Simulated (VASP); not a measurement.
# TePb (Pm-3m) in VASP: a series of runs

Runs on TePb. Level: r2SCAN0. Tasks: single point.

Program: VASP 6.6.1. These are calculated values, not measurements. Logs are shortened: lines on timing, memory, paths and dates and some standing lists are left out, and cuts for length are marked.

### 1 The cell of the first run

It takes space group Pm-3m (No. 221, cubic). Conventional cell: a = 4.029 Å, b = 4.029 Å, c = 4.029 Å, α = 90.00°, β = 90.00°, γ = 90.00°. Within 4.6 Å of Pb (site symmetry m-3m) lie 8 Te at 3.49 Å and 6 Pb at 4.03 Å. Within 4.6 Å of Te (site symmetry m-3m) lie 8 Pb at 3.49 Å and 6 Te at 4.03 Å.

### 2 Single point, r2SCAN0

Input file POSCAR:

```
TePb
1.0
    4.0287929844      0.0000000000      0.0000000000
    0.0000000000      4.0287929844      0.0000000000
    0.0000000000      0.0000000000      4.0287929844
Pb Te
1 1
Direct
    0.0000000000      0.0000000000      0.0000000000
    0.5000000000      0.5000000000      0.5000000000
```

Input file INCAR.step1:

```
SYSTEM = TePb
  ALGO = Normal
  EDIFF = 1E-5
  ENCUT = 520
  GGA = PE
  ISIF = 2
  ISMEAR = -1
  LASPH = .True.
  LCHARG = .False.
  LREAL = .False.
  LWAVE = .True.
  NBANDS = 17
  NELM = 80
  PREC = Accurate
  SIGMA = 0.05
```

Input file INCAR.step2:

```
SYSTEM = TePb
  AEXX = 0.25
  ALGO = Normal
  EDIFF = 1E-7
  ENCUT = 520
  ISIF = 2
  ISMEAR = -1
  ISTART = 1
  LASPH = .True.
  LCHARG = .False.
  LHFCALC = .True.
  LMIXTAU = .True.
  LREAL = .False.
  LWAVE = .False.
  METAGGA = R2SCAN
  NBANDS = 17
  NELM = 80
  PREC = Accurate
  PRECFOCK = Normal
  SIGMA = 0.05
```

Input file KPOINTS:

```
k-points
0
Gamma
  4 4 4
  0 0 0
```

Potentials or basis: VASP PAW PBE potentials, release 64 (Pb_d, Te).

Command:

```
> cat potpaw_PBE.64/Pb_d/POTCAR potpaw_PBE.64/Te/POTCAR > POTCAR
> cp INCAR.step1 INCAR
> mpirun -np 1 vasp_std > vasp.out
> cp INCAR.step2 INCAR
> mpirun -np 1 vasp_std > vasp.out
```

OUTCAR:

```text
SYSTEM = TePb
   AEXX = 0.25
   EDIFF = 1E-7
   ENCUT = 520
   ISIF = 2
   ISMEAR = -1
   ISTART = 1
   LASPH = .True.
   LHFCALC = .True.
   LREAL = .False.
   METAGGA = R2SCAN
   NELM = 80
   PREC = Accurate
   PRECFOCK = Normal

 ion  position               nearest neighbor table
   1  0.000  0.000  0.000-   2 3.49   2 3.49   2 3.49   2 3.49   2 3.49   2 3.49   2 3.49   2 3.49

   2  0.500  0.500  0.500-   1 3.49   1 3.49   1 3.49   1 3.49   1 3.49   1 3.49   1 3.49   1 3.49

  LATTYP: Found a simple cubic cell.
 ALAT       =     4.0287929844

  Lattice vectors:

 A1 = (   4.0287929844,   0.0000000000,   0.0000000000)
 A2 = (   0.0000000000,   4.0287929844,   0.0000000000)
 A3 = (   0.0000000000,   0.0000000000,   4.0287929844)

Analysis of symmetry for initial positions (statically):
=====================================================================
 Subroutine PRICEL returns:
 Original cell was already a primitive cell.

 Routine SETGRP: Setting up the symmetry group for a
 simple cubic supercell.

 Subroutine GETGRP returns: Found 48 space group operations
 (whereof 48 operations were pure point group operations)
 out of a pool of 48 trial point group operations.

The static configuration has the point symmetry O_h .

Analysis of symmetry for dynamics (positions and initial velocities):
=====================================================================
 Subroutine PRICEL returns:
 Original cell was already a primitive cell.

 Routine SETGRP: Setting up the symmetry group for a
 simple cubic supercell.

 Subroutine GETGRP returns: Found 48 space group operations
 (whereof 48 operations were pure point group operations)
 out of a pool of 48 trial point group operations.

The dynamic configuration has the point symmetry O_h .

 Subroutine INISYM returns: Found 48 space group operations
 (whereof 48 operations are pure point group operations),
 and found     1 'primitive' translations

----------------------------------------------------------------------------------------

                                     Primitive cell

  volume of cell :      65.3920

  direct lattice vectors                    reciprocal lattice vectors
     4.028792984  0.000000000  0.000000000     0.248213300  0.000000000  0.000000000
     0.000000000  4.028792984  0.000000000     0.000000000  0.248213300  0.000000000
     0.000000000  0.000000000  4.028792984     0.000000000  0.000000000  0.248213300

  length of vectors
     4.028792984  4.028792984  4.028792984     0.248213300  0.248213300  0.248213300

  position of ions in fractional coordinates (direct lattice)
     0.000000000  0.000000000  0.000000000
     0.500000000  0.500000000  0.500000000

  ion indices of the primitive-cell ions
   primitive index   ion index
                 1           1
                 2           2

----------------------------------------------------------------------------------------

 KPOINTS: k-points

Automatic generation of k-mesh.
 Grid dimensions read from file:
 generate k-points for:    4    4    4

 Generating k-lattice:

  Cartesian coordinates                     Fractional coordinates (reciprocal lattice)
     0.062053325  0.000000000  0.000000000     0.250000000  0.000000000  0.000000000
     0.000000000  0.062053325  0.000000000     0.000000000  0.250000000  0.000000000
     0.000000000  0.000000000  0.062053325     0.000000000  0.000000000  0.250000000

  Length of vectors
     0.062053325  0.062053325  0.062053325

  Shift w.r.t. Gamma in fractional coordinates (k-lattice)
     0.000000000  0.000000000  0.000000000

 Subroutine IBZKPT returns following result:
 ===========================================

 Found     10 irreducible k-points:

 Following reciprocal coordinates:
            Coordinates               Weight
  0.000000  0.000000  0.000000      1.000000
  0.250000  0.000000  0.000000      6.000000
  0.500000  0.000000  0.000000      3.000000
  0.250000  0.250000  0.000000     12.000000
  0.500000  0.250000  0.000000     12.000000
  0.500000  0.500000  0.000000      3.000000
  0.250000  0.250000  0.250000      8.000000
  0.500000  0.250000  0.250000     12.000000
  0.500000  0.500000  0.250000      6.000000
  0.500000  0.500000  0.500000      1.000000
   k-points           NKPTS =     10   k-points in BZ     NKDIM =     64   number of bands    NBANDS=     17
   number of dos      NEDOS =    301   number of ions     NIONS =      2
   total plane-waves  NPLWV =  27000
   dimension x,y,z NGX =    30 NGY =   30 NGZ =   30
   dimension x,y,z NGXF=    60 NGYF=   60 NGZF=   60
   ions per type =               1   1
   NGX,Y,Z   is equivalent  to a cutoff of  12.38, 12.38, 12.38 a.u.
   NGXF,Y,Z  is equivalent  to a cutoff of  24.76, 24.76, 24.76 a.u.
 SYSTEM =  TePb
   PREC   = accura    normal or accurate (medium, high low for compatibility)
   ISTART =      1    job   : 0-new  1-cont  2-samecut
   ICHARG =      0    charge: 1-file 2-atom 10-const
   ISPIN  =      1    spin polarized calculation?
   LNONCOLLINEAR =      F non collinear calculations
   LSORBIT =      F    spin-orbit coupling
   LASPH  =      T    aspherical Exc in radial PAW
   ENCUT  =  520.0 eV  38.22 Ry    6.18 a.u.   7.49  7.49  7.49*2*pi/ulx,y,z
   NELM   =     80;   NELMIN=  2; NELMDL=  0     # of ELM steps
   EDIFF  = 0.1E-06   stopping-criterion for ELM
   LREAL  =      F    real-space projection
   EDIFFG = 0.1E-05   stopping-criterion for IOM
   NSW    =      0    number of steps for IOM
   IBRION =     -1    ionic relax: 0-MD 1-quasi-New 2-CG
   NFREE  =      0    steps in history (QN), initial steepest desc. (CG)
   ISIF   =      2    stress and relaxation
   ISYM   =      3    0-nonsym 1-usesym 2-fastsym
   POTIM  = 0.5000    time-step for ionic-motion
   TEBEG  =    0.0;   TEEND  =   0.0 temperature during run
   PSTRESS=    0.0 pullay stress
   NELECT =      20.0000    total number of electrons
   NUPDOWN=      -1.0000    fix difference up-down
   EMIN   =  10.00;   EMAX   =-10.00  energy-range for DOS
   EFERMI =   0.00;   METHOD = LEGACY
   ISMEAR =    -1;   SIGMA  =   0.05  broadening in eV -4-tet -1-fermi 0-gaus
   EFERMI_NEDOS =   21; number of points for ismear=-14 and -15
   IALGO  =     38    algorithm
   IMIX   =      1    mixing-type and parameters
     AMIX     =   0.40;   BMIX     =  1.00
     AMIX_MAG =   1.60;   BMIX_MAG =  1.00
  volume/ion in A,a.u.               =      32.70       220.64
  Fermi-wavevector in a.u.,A,eV,Ry     =   1.103003  2.084373 16.553049  1.216615
  Thomas-Fermi vector in A             =   2.239454
   LORBIT       =      0    0 simple, 1 ext, 2 COOP (PROOUT), +10 PAW based schemes
   METAGGA = R2SCAN    functional components
   LHFCALC =     T    Hartree Fock is set to
   PRECFOCK=normal    Normal, Fast or Accurate (Low or Medium for compatibility)
   ENCUT4O =  -1.0   cutoff for four orbital integrals eV
   NKREDX  =     1    reduce k-point grid by
   NKREDY  =     1    reduce k-point grid by
   NKREDZ  =     1    reduce k-point grid by
   AEXX    =    0.2500 exact exchange contribution
   HFSCREEN=    0.0000 screening length (either q_TF or 0.3 A-1)
   HFSCREENC=   0.0000 screening length for correlation (either q_TF or 0.3 A-1)
   ENCUTFOCK=  -1.0 apply spherical cutoff to Coloumb kernel
   IVDW    =     0    specifies the selected vdW correction
   LEPSILON=     F    determine dielectric tensor
   LRPA    =     F    only Hartree local field effects (RPA)
 non-spin polarized calculation
  energy-cutoff  :      520.00
  volume of cell :       65.39
 maximum number of plane-waves:      1791
 NGX is ok and might be reduce to    30
  NGX = 24; NGY = 24; NGZ = 24

 number of electron      20.0000013 magnetization

 Free energy of the ion-electron system (eV)
  ---------------------------------------------------
  ext. energy  EPLUGINS =         0.00000000
  ---------------------------------------------------
  free energy    TOTEN  =       -66.14913835 eV

  energy without entropy =      -66.14907725  energy(sigma->0) =      -66.14910780

 E-fermi :   5.9285     XC(G=0):  -7.8708

 val. band max:        5.4978915123   @ k =   0.5000   0.2500   0.0000
 cond. band min:       6.2895973200   @ k =   0.5000   0.5000   0.0000
 fundamental gap:      0.7917058077
 Fermi energy:         5.9284955798

 k-point     1 :       0.0000    0.0000    0.0000
  band No.  band energies     occupation
      1     -14.2033      2.00000
      2     -14.2033      2.00000
      3     -14.1266      2.00000
      4     -14.1266      2.00000
      5     -14.1266      2.00000
      6      -8.1158      2.00000
[... 9 lines left out ...]
     16      17.2352      0.00000
     17      18.4047      0.00000

 k-point     2 :       0.2500    0.0000    0.0000
  band No.  band energies     occupation
      1     -14.2016      2.00000
      2     -14.1712      2.00000
      3     -14.1392      2.00000
      4     -14.1392      2.00000
      5     -14.1255      2.00000
      6      -7.5691      2.00000
[... 9 lines left out ...]
     16      16.1361      0.00000
     17      17.9445      0.00000

 k-point     3 :       0.5000    0.0000    0.0000
  band No.  band energies     occupation
      1     -14.1998      2.00000
      2     -14.1519      2.00000
      3     -14.1519      2.00000
      4     -14.1392      2.00000
      5     -14.1242      2.00000
      6      -6.5705      2.00000
[... 9 lines left out ...]
     16      18.9382      0.00000
     17      19.4430      0.00000

 k-point     4 :       0.2500    0.2500    0.0000
  band No.  band energies     occupation
      1     -14.1852      2.00000
      2     -14.1564      2.00000
      3     -14.1530      2.00000
      4     -14.1382      2.00000
      5     -14.1358      2.00000
      6      -7.0550      2.00000
[... 9 lines left out ...]
     16      15.2662      0.00000
     17      15.8067      0.00000
[... 63 lines left out ...]
      1     -14.1704      2.00000
      2     -14.1654      2.00000
      3     -14.1502      2.00000
      4     -14.1486      2.00000
      5     -14.1178      2.00000
      6      -5.9002      2.00000
[... 9 lines left out ...]
     16      16.1449      0.00000
     17      18.3487      0.00000

 k-point     9 :       0.5000    0.5000    0.2500
  band No.  band energies     occupation
      1     -14.1871      2.00000
      2     -14.1624      2.00000
      3     -14.1624      2.00000
      4     -14.1333      2.00000
      5     -14.0990      2.00000
      6      -5.5383      2.00000
[... 9 lines left out ...]
     16      18.1458      0.00000
     17      18.3557      0.00000

 k-point    10 :       0.5000    0.5000    0.5000
  band No.  band energies     occupation
      1     -14.1793      2.00000
      2     -14.1793      2.00000
      3     -14.1793      2.00000
      4     -14.0979      2.00000
      5     -14.0979      2.00000
      6      -5.3034      2.00000
[... 9 lines left out ...]
     16      21.4516      0.00000
     17      22.4938      0.00000

------------------------ aborting loop because EDIFF is reached ----------------------------------------

  FORCE on cell =-STRESS in cart. coord.  units (eV):
  Direction    XX          YY          ZZ          XY          YZ          ZX
  --------------------------------------------------------------------------------------
  -------------------------------------------------------------------------------------
  Total       -0.6440874     -0.6440874     -0.6440874      0.0000000      0.0000000      0.0000000
  in kB      -15.7808539    -15.7808539    -15.7808539      0.0000000      0.0000000      0.0000000
  external PRESSURE =     -15.7808539 kB  Pullay stress =       0.0000000 kB

 VOLUME and BASIS-vectors are now :
 -----------------------------------------------------------------------------
  energy-cutoff  :      520.00
  volume of cell :       65.39
      direct lattice vectors                 reciprocal lattice vectors
     4.028792984  0.000000000  0.000000000     0.248213300  0.000000000  0.000000000
     0.000000000  4.028792984  0.000000000     0.000000000  0.248213300  0.000000000
     0.000000000  0.000000000  4.028792984     0.000000000  0.000000000  0.248213300

 POSITION                                       TOTAL-FORCE (eV/Angst)
 -----------------------------------------------------------------------------------
      0.00000      0.00000      0.00000         0.000000      0.000000      0.000000
      2.01440      2.01440      2.01440         0.000000      0.000000      0.000000
 -----------------------------------------------------------------------------------
    total drift:                               -0.000000      0.000001      0.000002

  FREE ENERGIE OF THE ION-ELECTRON SYSTEM (eV)
  ---------------------------------------------------
  free  energy   TOTEN  =       -66.1491383545 eV

  energy  without entropy=      -66.1490772453  energy(sigma->0) =      -66.14910780
```

Wall time 19 min (1 thread of Intel Xeon 8259CL, shared host); peak memory 0.19 GiB.

What came out:

```
Free energy            : -66.1491 eV
Pressure               : -1.6 GPa
Band gap on the k mesh : zero (bands 10 and 11 overlap by 1.44 eV)
```

Caveat: the k points lie up to 0.39 Å⁻¹ apart, too coarse for converged energies and pressures of a metal; the PAW data sets were made with another functional, which shifts forces and pressure a little; spin-orbit coupling is left out, which moves the levels of the heavy elements.

### 3 Single point, r2SCAN0

This run uses another cell than the first one, of 33.98 Å³/atom.

Input file POSCAR:

```
TePb
1.0
    4.0807831442      0.0000000000      0.0000000000
    0.0000000000      4.0807831442      0.0000000000
    0.0000000000      0.0000000000      4.0807831442
Pb Te
1 1
Direct
    0.0000000000      0.0000000000      0.0000000000
    0.5000000000      0.5000000000      0.5000000000
```

Input file INCAR.step1:

```
SYSTEM = TePb
PREC = Accurate
ENCUT = 520
EDIFF = 1E-5
ISMEAR = -1
SIGMA = 0.05
LREAL = .FALSE.
LASPH = .TRUE.
NELM = 100
ALGO = Normal
ISIF = 2
LWAVE = .TRUE.
LCHARG = .FALSE.
GGA = PE
NBANDS = 17
```

Input file INCAR.step2:

```
SYSTEM = TePb
PREC = Accurate
ENCUT = 520
EDIFF = 1E-6
ISMEAR = -1
SIGMA = 0.05
LREAL = .FALSE.
LASPH = .TRUE.
NELM = 100
ALGO = Normal
ISIF = 2
LWAVE = .FALSE.
LCHARG = .FALSE.
METAGGA = R2SCAN
LHFCALC = .TRUE.
AEXX = 0.25
LMIXTAU = .TRUE.
PRECFOCK = Normal
ISTART = 1
NBANDS = 17
```

Input file KPOINTS:

```
regular mesh
0
G
  4 4 4
  0 0 0
```

Potentials or basis: VASP PAW PBE potentials, release 64 (Pb_d, Te).

Command:

```
> cat potpaw_PBE.64/Pb_d/POTCAR potpaw_PBE.64/Te/POTCAR > POTCAR
> cp INCAR.step1 INCAR
> mpirun -np 1 vasp_std > vasp.out
> cp INCAR.step2 INCAR
> mpirun -np 1 vasp_std > vasp.out
```

Wall time 16 min (1 thread of Intel Xeon 8259CL, shared host); peak memory 0.2 GiB.

The run converged. Its results:

```yaml
Free_energy: -66.1124 eV
Pressure: -3.1 GPa
Band_gap_on_the_k_mesh: zero (bands 10 and 11 overlap by 1.30 eV)
```

Levels at points of the mesh, in eV from the Fermi level:
```
           k point  band 6  band 7  band 8  band 9  band 10  band 11  band 12  band 13  band 14  band 15
(0.00, 0.00, 0.00)  -13.77   -8.03   -2.16   -2.16    -2.16     5.19     5.19     6.10     6.10     6.10
(0.50, 0.00, 0.00)  -12.33  -10.47   -1.34   -0.66    -0.66     0.87     3.06     3.06     6.70     8.10
(0.50, 0.50, 0.00)  -11.59   -9.29   -5.11   -5.11     0.35     4.32     4.66     4.66     7.21     7.90
(0.50, 0.50, 0.50)  -11.18   -8.55   -3.05   -3.05    -3.05    -0.95    -0.95    -0.95    15.10    15.10
```

Caveat: the k points lie up to 0.38 Å⁻¹ apart, too coarse for converged energies and pressures of a metal; the PAW data sets were made with another functional, which shifts forces and pressure a little; spin-orbit coupling is left out, which moves the levels of the heavy elements.
